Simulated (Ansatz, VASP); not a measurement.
**One calculation of MgO, two programs**

File POSCAR:

```
MgO
1.0
    0.0000000000      2.1921000000      2.1921000000
    2.1921000000      0.0000000000      2.1921000000
    2.1921000000      2.1921000000      0.0000000000
Mg O
1 1
Direct
    0.0000000000      0.0000000000      0.0000000000
    0.5000000000      0.5000000000      0.5000000000
```

INCAR.step1

```
ALGO     = Normal         # electronic algorithm
EDIFF    = 1E-5           # SCF threshold, eV
ENCUT    = 660            # plane-wave cutoff, eV
GGA      = PE             # functional
GGA_COMPAT= False        
ISMEAR   = -1             # smearing method
LASPH    = True           # aspherical terms in the spheres
LCHARG   = False          # write CHGCAR
LREAL    = False          # projectors in reciprocal space
LWAVE    = True           # write WAVECAR
NBANDS   = 11             # bands
NELM     = 120            # most SCF steps
PREC     = Accurate       # precision mode
SIGMA    = 0.02           # smearing width, eV
```

The input INCAR.step2:

```
ALGO     = Normal         # electronic algorithm
EDIFF    = 1E-6           # SCF threshold, eV
ENCUT    = 660            # plane-wave cutoff, eV
GGA_COMPAT= False        
ISIF     = 2              # what is computed and relaxed
ISMEAR   = -1             # smearing method
ISTART   = 1            
LASPH    = True           # aspherical terms in the spheres
LCHARG   = False          # write CHGCAR
LMIXTAU  = True         
LREAL    = False          # projectors in reciprocal space
LWAVE    = False          # write WAVECAR
METAGGA  = R2SCAN         # meta-GGA
NBANDS   = 11             # bands
NELM     = 120            # most SCF steps
PREC     = Accurate       # precision mode
SIGMA    = 0.02           # smearing width, eV
```

File KPOINTS:

```
k-points
0
Gamma
  9 9 9
```

Input for Ansatz:

```yaml
crystal:
  lattice:
    - [0.0, 2.1921, 2.1921]
    - [2.1921, 0.0, 2.1921]
    - [2.1921, 2.1921, 0.0]
  atoms:
    - { symbol: Mg, position: [0.0, 0.0, 0.0] }
    - { symbol: O, position: [0.5, 0.5, 0.5] }
hamiltonian:
  xc: r2scan
  pseudopotentials: { kind: paw }
basis:
  ecutwfc: 500
kpoints:
  mp_grid: { grid: [9, 9, 9] }
scf:
  occupations: { method: fermi_dirac, width: 0.02 }
  lower_state_search: "off"
  algorithm: density_mixing
  max_iter: 100
  mixing: { algorithm: anderson, ndim: 1, beta: 0.7, preconditioner: kerker }
output:
  forces: true
  stress: true
```

Alike in both runs: task single point; functional r2SCAN; k mesh 9 × 9 × 9; occupations fermi-dirac, width 0.02 eV; no spin polarisation.

|  | VASP | Ansatz |
| --- | --- | --- |
| version | VASP 6.6.1 | Ansatz 0.2.0 |
| potentials or method | VASP PAW PBE potentials, release 64 (Mg, O), cutoff 660 eV | PAW, plane waves, scalar-relativistic |
| valence electrons in the cell | 8 | 16 |

|  | VASP | Ansatz | Ansatz less VASP |
| --- | --- | --- | --- |
| pressure (GPa) | -17.5 | -16.2 | +1.26 |

VASP's potentials were made for PBE, not for r2SCAN. VASP's potentials hold 8 valence electrons a cell and Ansatz's 16, so a difference there can come from the potentials and not from the codes.
